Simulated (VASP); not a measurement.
# Al3H in VASP: further runs

Al3H is run at these levels: PBE; tasks: single point.

Everything below comes from runs of VASP 6.6.1. Logs are shortened: lines on timing, memory, paths and dates and some standing lists are left out, and cuts for length are marked.

## (1) The cell of the first run

The structure is monoclinic, space group P2_1/m (No. 11). Conventional cell: a = 2.815 Å, b = 8.423 Å, c = 4.593 Å, α = 90.00°, β = 92.14°, γ = 90.00°. Within 2.6 Å of Al (site symmetry 1) lie 1 H at 1.96 Å. Within 2.6 Å of Al (site symmetry m) lie 2 H at 1.93 to 2.05 Å. H (site symmetry m) has 4 Al at 1.93 to 2.05 Å within 2.6 Å.

## (2) Single point, PBE

Contents of INCAR:

```
PREC = Accurate ; ENCUT = 520
EDIFF = 1E-7 ; ISMEAR = 0
SIGMA = 0.1 ; LREAL = F
LASPH = T ; NELM = 80
ALGO = Normal ; ISIF = 2
LWAVE = F ; LCHARG = F
GGA = PE ; NBANDS = 20
```

Contents of KPOINTS:

```
Automatic mesh
0
Gamma
  6 2 4
```

Contents of POSCAR:

```
Al3H
1.0
    2.8150230987      0.0000000000      0.0000000000
    0.0000000000      8.4226376378      0.0000000000
   -0.1717685229      0.0000000000      4.5893008955
Al H
6 2
Direct
    0.7453998057      0.5735172830      0.2605944977
    0.2546001943      0.0735172830      0.7394055023
    0.2546001943      0.4264827170      0.7394055023
    0.7453998057      0.9264827170      0.2605944977
    0.2212381110      0.7500000000      0.8435334036
    0.7787618890      0.2500000000      0.1564665964
    0.2669164029      0.2500000000      0.4620258827
    0.7330835971      0.7500000000      0.5379741173
```

Potentials or basis: VASP PAW PBE potentials, release 64 (Al, H).

On the command line:

```bash
cat potpaw_PBE.64/Al/POTCAR potpaw_PBE.64/H/POTCAR > POTCAR
mpirun -np 1 vasp_std > vasp.out
```

OUTCAR:

```text
PREC = Accurate
   ENCUT = 520
   EDIFF = 1E-7
   ISMEAR = 0
   LREAL = F
   LASPH = T
   NELM = 80
   ISIF = 2
   GGA = PE

 ion  position               nearest neighbor table
   1  0.745  0.574  0.261-   8 1.96   6 2.77   5 2.80   5 2.80   3 2.86   3 2.92   4 2.97   3 2.99
                             3 3.09   5 3.30
   2  0.255  0.074  0.739-   7 1.96   5 2.77   6 2.80   6 2.80   4 2.86   4 2.92   3 2.97   4 2.99
                             4 3.09   6 3.30
   3  0.255  0.426  0.739-   7 1.96   5 2.77   6 2.80   6 2.80   1 2.86   1 2.92   2 2.97   1 2.99
                             1 3.09   6 3.30
   4  0.745  0.926  0.261-   8 1.96   6 2.77   5 2.80   5 2.80   2 2.86   2 2.92   1 2.97   2 2.99
                             2 3.09   5 3.30
   5  0.221  0.750  0.844-   8 1.93   8 2.05   3 2.77   2 2.77   1 2.80   4 2.80   4 2.80   1 2.80
                             1 3.30   4 3.30
   6  0.779  0.250  0.156-   7 1.93   7 2.05   1 2.77   4 2.77   3 2.80   2 2.80   3 2.80   2 2.80
                             2 3.30   3 3.30
   7  0.267  0.250  0.462-   6 1.93   3 1.96   2 1.96   6 2.05
   8  0.733  0.750  0.538-   5 1.93   4 1.96   1 1.96   5 2.05

  LATTYP: Found a simple monoclinic cell.
 ALAT       =     2.8150230987
 B/A-ratio  =     2.9920314479
 C/A-ratio  =     1.6314303964
 COS(beta)  =    -0.0374018487

  Lattice vectors:

 A1 = (   2.8150230987,   0.0000000000,   0.0000000000)
 A2 = (   0.0000000000,   8.4226376378,   0.0000000000)
 A3 = (  -0.1717685229,   0.0000000000,   4.5893008955)

Analysis of symmetry for initial positions (statically):
=====================================================================
 Subroutine PRICEL returns:
 Original cell was already a primitive cell.

 Routine SETGRP: Setting up the symmetry group for a
 simple monoclinic supercell.

 Subroutine GETGRP returns: Found  4 space group operations
 (whereof  2 operations were pure point group operations)
 out of a pool of  4 trial point group operations.

The static configuration has the point symmetry S_2 .
 The point group associated with its full space group is C_2h.

Analysis of symmetry for dynamics (positions and initial velocities):
=====================================================================
 Subroutine PRICEL returns:
 Original cell was already a primitive cell.

 Routine SETGRP: Setting up the symmetry group for a
 simple monoclinic supercell.

 Subroutine GETGRP returns: Found  4 space group operations
 (whereof  2 operations were pure point group operations)
 out of a pool of  4 trial point group operations.

The dynamic configuration has the point symmetry S_2 .
 The point group associated with its full space group is C_2h.

 Subroutine INISYM returns: Found  4 space group operations
 (whereof  2 operations are pure point group operations),
 and found     1 'primitive' translations

----------------------------------------------------------------------------------------

                                     Primitive cell

  volume of cell :     108.8120

  direct lattice vectors                    reciprocal lattice vectors
     2.815023099  0.000000000  0.000000000     0.355236872  0.000000000  0.013295819
     0.000000000  8.422637638  0.000000000     0.000000000  0.118727653  0.000000000
    -0.171768523  0.000000000  4.589300896     0.000000000  0.000000000  0.217898112

  length of vectors
     2.815023099  8.422637638  4.592514250     0.355485603  0.118727653  0.217898112

  position of ions in fractional coordinates (direct lattice)
     0.745399806  0.573517283  0.260594498
     0.254600194  0.073517283  0.739405502
     0.254600194  0.426482717  0.739405502
     0.745399806  0.926482717  0.260594498
     0.221238111  0.750000000  0.843533404
     0.778761889  0.250000000  0.156466596
     0.266916403  0.250000000  0.462025883
     0.733083597  0.750000000  0.537974117

  ion indices of the primitive-cell ions
   primitive index   ion index
                 1           1
                 2           2
                 3           3
                 4           4
                 5           5
                 6           6
                 7           7
                 8           8

----------------------------------------------------------------------------------------

 KPOINTS: Automatic mesh

Automatic generation of k-mesh.
 Grid dimensions read from file:
 generate k-points for:    6    2    4

 Generating k-lattice:

  Cartesian coordinates                     Fractional coordinates (reciprocal lattice)
     0.059206145  0.000000000  0.002215970     0.166666667  0.000000000  0.000000000
     0.000000000  0.059363827  0.000000000     0.000000000  0.500000000  0.000000000
     0.000000000  0.000000000  0.054474528     0.000000000  0.000000000  0.250000000

  Length of vectors
     0.059247601  0.059363827  0.054474528

  Shift w.r.t. Gamma in fractional coordinates (k-lattice)
     0.000000000  0.000000000  0.000000000

 Subroutine IBZKPT returns following result:
 ===========================================

 Found     28 irreducible k-points:

 Following reciprocal coordinates:
            Coordinates               Weight
  0.000000  0.000000  0.000000      1.000000
  0.166667  0.000000 -0.000000      2.000000
  0.333333  0.000000 -0.000000      2.000000
  0.500000  0.000000  0.000000      1.000000
  0.000000  0.500000  0.000000      1.000000
  0.166667  0.500000 -0.000000      2.000000
[... 16 lines left out ...]
  0.333333  0.000000  0.500000      2.000000
  0.500000  0.000000  0.500000      1.000000
 [... further k-points ...]
   k-points           NKPTS =     28   k-points in BZ     NKDIM =     28   number of bands    NBANDS=     20
   number of dos      NEDOS =    301   number of ions     NIONS =      8
   total plane-waves  NPLWV =  55296
   dimension x,y,z NGX =    24 NGY =   64 NGZ =   36
   dimension x,y,z NGXF=    48 NGYF=  128 NGZF=   72
   ions per type =               6   2
   NGX,Y,Z   is equivalent  to a cutoff of  14.17, 12.63, 13.03 a.u.
   NGXF,Y,Z  is equivalent  to a cutoff of  28.35, 25.26, 26.06 a.u.
 SYSTEM =  unknown system
   PREC   = accura    normal or accurate (medium, high low for compatibility)
   ISTART =      0    job   : 0-new  1-cont  2-samecut
   ICHARG =      2    charge: 1-file 2-atom 10-const
   ISPIN  =      1    spin polarized calculation?
   LNONCOLLINEAR =      F non collinear calculations
   LSORBIT =      F    spin-orbit coupling
   LASPH  =      T    aspherical Exc in radial PAW
   ENCUT  =  520.0 eV  38.22 Ry    6.18 a.u.   5.23 15.66  8.54*2*pi/ulx,y,z
   NELM   =     80;   NELMIN=  2; NELMDL= -5     # of ELM steps
   EDIFF  = 0.1E-06   stopping-criterion for ELM
   LREAL  =      F    real-space projection
   EDIFFG = 0.1E-05   stopping-criterion for IOM
   NSW    =      0    number of steps for IOM
   IBRION =     -1    ionic relax: 0-MD 1-quasi-New 2-CG
   NFREE  =      0    steps in history (QN), initial steepest desc. (CG)
   ISIF   =      2    stress and relaxation
   ISYM   =      2    0-nonsym 1-usesym 2-fastsym
   POTIM  = 0.5000    time-step for ionic-motion
   TEBEG  =    0.0;   TEEND  =   0.0 temperature during run
   PSTRESS=    0.0 pullay stress
   NELECT =      20.0000    total number of electrons
   NUPDOWN=      -1.0000    fix difference up-down
   EMIN   =  10.00;   EMAX   =-10.00  energy-range for DOS
   EFERMI =   0.00;   METHOD = LEGACY
   ISMEAR =     0;   SIGMA  =   0.10  broadening in eV -4-tet -1-fermi 0-gaus
   EFERMI_NEDOS =   21; number of points for ismear=-14 and -15
   IALGO  =     38    algorithm
   IMIX   =      4    mixing-type and parameters
     AMIX     =   0.40;   BMIX     =  1.00
     AMIX_MAG =   1.60;   BMIX_MAG =  1.00
  volume/ion in A,a.u.               =      13.60        91.79
  Fermi-wavevector in a.u.,A,eV,Ry     =   0.930806  1.758969 11.788091  0.866400
  Thomas-Fermi vector in A             =   2.057233
   LORBIT       =      0    0 simple, 1 ext, 2 COOP (PROOUT), +10 PAW based schemes
   GGA     = PE    functional components
   LHFCALC =     F    Hartree Fock is set to
   AEXX    =    0.0000 exact exchange contribution
   IVDW    =     0    specifies the selected vdW correction
   LEPSILON=     F    determine dielectric tensor
   LRPA    =     F    only Hartree local field effects (RPA)
 non-spin polarized calculation
 Gauss-broadening in eV      SIGMA  =   0.10
  energy-cutoff  :      520.00
  volume of cell :      108.81
 maximum number of plane-waves:      2956
 NGX is ok and might be reduce to    24
   NGX = 11   NGY = 31   NGZ = 17

 number of electron      19.9999999 magnetization

 Free energy of the ion-electron system (eV)
  ---------------------------------------------------
  ext. energy  EPLUGINS =         0.00000000
  ---------------------------------------------------
  free energy    TOTEN  =       -28.02553986 eV

  energy without entropy =      -28.01530824  energy(sigma->0) =      -28.02042405

 E-fermi :   7.3715     XC(G=0): -10.0665

 val. band max:        7.3379122135   @ k =   0.0000   0.0000   0.2500
 cond. band min:       7.4463937294   @ k =  -0.1667   0.5000   0.2500
 fundamental gap:      0.1084815159
 Fermi energy:         7.3714501001

 k-point     1 :       0.0000    0.0000    0.0000
  band No.  band energies     occupation
      1      -4.0847      2.00000
      2      -2.6045      2.00000
      3      -1.3769      2.00000
      4       1.7849      2.00000
      5       3.0122      2.00000
      6       3.8926      2.00000
[... 12 lines left out ...]
     19      15.4783      0.00000
     20      15.6964      0.00000

 k-point     2 :       0.1667    0.0000   -0.0000
  band No.  band energies     occupation
      1      -3.5851      2.00000
      2      -2.1345      2.00000
      3      -0.8650      2.00000
      4       2.1719      2.00000
      5       3.4314      2.00000
      6       4.3044      2.00000
[... 498 lines left out ...]
 k-point    24 :       0.5000    0.0000    0.5000
  band No.  band energies     occupation
      1       0.6808      2.00000
      2       0.7135      2.00000
      3       2.4641      2.00000
      4       2.6356      2.00000
      5       3.9439      2.00000
      6       4.1819      2.00000
[... 12 lines left out ...]
     19      11.2652      0.00000
     20      11.2941      0.00000

 [... further k-points ...]

------------------------ aborting loop because EDIFF is reached ----------------------------------------

  FORCE on cell =-STRESS in cart. coord.  units (eV):
  Direction    XX          YY          ZZ          XY          YZ          ZX
  --------------------------------------------------------------------------------------
  -------------------------------------------------------------------------------------
  Total       -0.7334773      0.9303019     -0.8473411      0.0000000      0.0000000      1.0547612
  in kB      -10.7999233     13.6980220    -12.4764841      0.0000000      0.0000000     15.5305959
  external PRESSURE =      -3.1927951 kB  Pullay stress =       0.0000000 kB

 VOLUME and BASIS-vectors are now :
 -----------------------------------------------------------------------------
  energy-cutoff  :      520.00
  volume of cell :      108.81
      direct lattice vectors                 reciprocal lattice vectors
     2.815023099  0.000000000  0.000000000     0.355236872  0.000000000  0.013295819
     0.000000000  8.422637638  0.000000000     0.000000000  0.118727653  0.000000000
    -0.171768523  0.000000000  4.589300896     0.000000000  0.000000000  0.217898112

 POSITION                                       TOTAL-FORCE (eV/Angst)
 -----------------------------------------------------------------------------------
      2.05356      4.83053      1.19595         0.001305     -0.081550     -0.064420
      0.58970      0.61921      3.39335        -0.001305     -0.081550      0.064420
      0.58970      3.59211      3.39335        -0.001305      0.081550      0.064420
      2.05356      7.80343      1.19595         0.001305      0.081550     -0.064420
      0.47790      6.31698      3.87123         0.021216     -0.000000      0.026689
      2.16536      2.10566      0.71807        -0.021216     -0.000000     -0.026689
      0.67201      2.10566      2.12038        -0.005677     -0.000000      0.040449
      1.97124      6.31698      2.46893         0.005677     -0.000000     -0.040449
 -----------------------------------------------------------------------------------
    total drift:                                0.000000     -0.000000      0.000000

  FREE ENERGIE OF THE ION-ELECTRON SYSTEM (eV)
  ---------------------------------------------------
  free  energy   TOTEN  =       -28.0255398629 eV

  energy  without entropy=      -28.0153082380  energy(sigma->0) =      -28.02042405
```

It took 32 s on 1 thread of Intel Xeon Platinum 8559C (Emerald Rapids), shared host; peak memory 0.23 GiB.

What came out:

| Quantity | Value |
| --- | --- |
| Free energy | -28.0255 eV |
| Pressure | -0.3 GPa |
| Largest force | 0.104 eV/Å |
| Band gap on the k mesh | zero (bands 10 and 11 overlap by 4.53 eV) |

Forces in eV/Å, atoms in the order of the input:
```
Al   0.001 -0.082 -0.064
Al  -0.001 -0.082  0.064
Al  -0.001  0.082  0.064
Al   0.001  0.082 -0.064
Al   0.021  0.000  0.027
Al  -0.021  0.000 -0.027
H   -0.006  0.000  0.040
H    0.006  0.000 -0.040
```

Stress tensor (GPa, compression positive):
```
-1.08  0.00  1.55
 0.00  1.37  0.00
 1.55  0.00 -1.25
```

Levels at points of the mesh, in eV from the Fermi level:
```
           k point  band 7  band 8  band 9  band 10  band 11  band 12  band 13  band 14
(0.00, 0.00, 0.00)   -3.42   -2.82   -2.30    -1.99    -1.56     2.45     3.59     3.84
(0.50, 0.00, 0.00)   -1.44   -1.36    0.29     0.72     1.01     1.27     1.50     1.66
(0.00, 0.50, 0.00)   -3.25   -3.25   -0.84    -0.84     0.73     0.73     1.48     1.48
(0.50, 0.50, 0.00)   -1.06   -1.06   -1.03    -1.03     0.52     0.52     1.19     1.19
(0.00, 0.00, 0.50)   -2.93   -1.56   -1.18    -0.68     3.59     3.85     4.09     5.58
(0.50, 0.00, 0.50)   -3.12   -2.84   -2.84    -2.74    -2.48    -2.13     2.51     2.77
(0.00, 0.50, 0.50)   -4.77   -4.77    2.06     2.06     3.03     3.03     4.13     4.13
(0.50, 0.50, 0.50)   -3.64   -3.64   -1.50    -1.50    -1.06    -1.06     0.48     0.48
```

Caveat: the k points lie up to 0.37 Å⁻¹ apart, too coarse for converged energies and pressures of a metal.

(Continued in part 2 of 2.)

The gap in the log of VASP goes by the Fermi energy; the results here count the filled bands.